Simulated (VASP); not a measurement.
Runs of VASP 6.6.1 on NaF. The structure is that of space group Fm-3m (No. 225), or close to it. The cells are those of the table. 

| level | cell | k mesh | grid for exact exchange (PRECFOCK) | share of exact exchange | screening parameter | gap on the mesh (eV) | pressure (GPa) |
| --- | --- | --- | --- | --- | --- | --- | --- |
| r2SCAN | a = 3.241, b = 3.241, c = 3.249 Å, angles 59.9, 59.9, 60.2°, 2 atoms | 10 × 10 × 10 | - | - | - | 7.35 | (b) |
| r2SCAN | a = 3.261 Å, angles 58.4°, 2 atoms | 10 × 10 × 10 | - | - | - | 7.43 | (a) |
| HSE06 | a = 3.249 Å, angles 60.0°, 2 atoms | 6 × 6 × 6 | Normal | 0.25 | 0.2079 1/Å | (c) | 1.6 |
| HSE06 | a = 3.232 Å, angles 60.0°, 2 atoms | 6 × 6 × 6 | Normal | 0.25 | 0.2079 1/Å | 8.70 | 2.5 |
| r2SCAN | a = 3.249, b = 3.200, c = 3.200 Å, angles 61.0, 59.5, 59.5°, 2 atoms | 10 × 10 × 10 | - | - | - | 7.49 | 1.2 |

Alike in all rows: no spin polarisation; smearing gaussian 0.01 eV.

Question: Estimate the missing entries.

Answer: (a) 0.7; (b) -0.6; (c) 8.60.

Caveats: the PAW data sets were made with another functional, which shifts forces and pressure a little.

A k mesh can miss the band edges.
